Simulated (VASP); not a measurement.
Here is a VASP 6.6.1 calculation.

INCAR

```
SYSTEM = WS2
PREC = Accurate ; ENCUT = 500
EDIFF = 1E-6 ; ISMEAR = 0
SIGMA = 0.02 ; LREAL = .FALSE.
LASPH = .TRUE. ; NELM = 120
ALGO = Normal ; ISIF = 2
LWAVE = .FALSE. ; LCHARG = .TRUE.
GGA = PS ; LELF = .TRUE.
LVHAR = .TRUE. ; NBANDS = 35
GGA_COMPAT = .FALSE.
```

KPOINTS

```
Automatic mesh
0
G
  12 12 4
  0 0 0
```

Contents of POSCAR:

```
WS2
1.0
    3.1397038241      0.0000000000      0.0000000000
   -1.5698519120      2.7190632721      0.0000000000
    0.0000000000      0.0000000000     12.3639587301
W S
2 4
Direct
    0.3333333333      0.6666666667      0.2500000000
    0.6666666667      0.3333333333      0.7500000000
    0.3333333333      0.6666666667      0.6231465918
    0.6666666667      0.3333333333      0.1231465918
    0.3333333333      0.6666666667      0.8768534082
    0.6666666667      0.3333333333      0.3768534082
```

Potentials or basis: VASP PAW PBE potentials, release 64 (W_sv, S).

Command:

```sh
$ cat potpaw_PBE.64/W_sv/POTCAR potpaw_PBE.64/S/POTCAR > POTCAR
$ mpirun -np 1 vasp_std > vasp.out
```

**Question.** What does it give for the pressure?

**Answer.** 0.9 GPa.

**Question.** Estimate the largest force.

**Answer.** 0.025 eV/Å.

Forces on the atoms (eV/Å):
```
W    0.000  0.000  0.000
W    0.000  0.000  0.000
S    0.000  0.000 -0.025
S    0.000  0.000 -0.025
S    0.000  0.000  0.025
S    0.000  0.000  0.025
```

Caveat: the PAW data sets were made with another functional, which shifts forces and pressure a little; this functional lacks dispersion, which binds the layers, so the pressure and a relaxed spacing across them are unreliable.
